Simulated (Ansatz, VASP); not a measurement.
# One calculation of I, two programs

```
I
1.0
     2.59116    0.00000    0.00000
     0.00000    2.59116    0.00000
     0.00000    0.00000    2.59116
I
1
Cartesian
  0.0000 0.0000 0.0000
```

Change from the starting cell: volume scaled by 0.45, LAPW.

Alike in both runs: task single point; functional PBEsol; k mesh 11 × 11 × 11; occupations fermi-dirac, width 0.1 eV; no spin polarisation.

|  | VASP | Ansatz |
| --- | --- | --- |
| version | VASP 6.6.1 | Ansatz 0.2.0 |
| potentials or method | VASP PAW PBE potentials, release 64 (I), cutoff 520 eV | all-electron LAPW, scalar-relativistic |

|  | VASP | Ansatz | Ansatz less VASP |
| --- | --- | --- | --- |
| pressure (GPa) | 135.7 | 134.7 | -0.96 |

VASP's potentials were made for PBE, not for PBEsol. Both programs put the cell under a high pressure, so it lies far from rest at this level. Ansatz ran all-electron here, and VASP with PAW potentials.

Neither program's run includes spin-orbit coupling. Noted on VASP's run: the cell as given lies far from equilibrium.
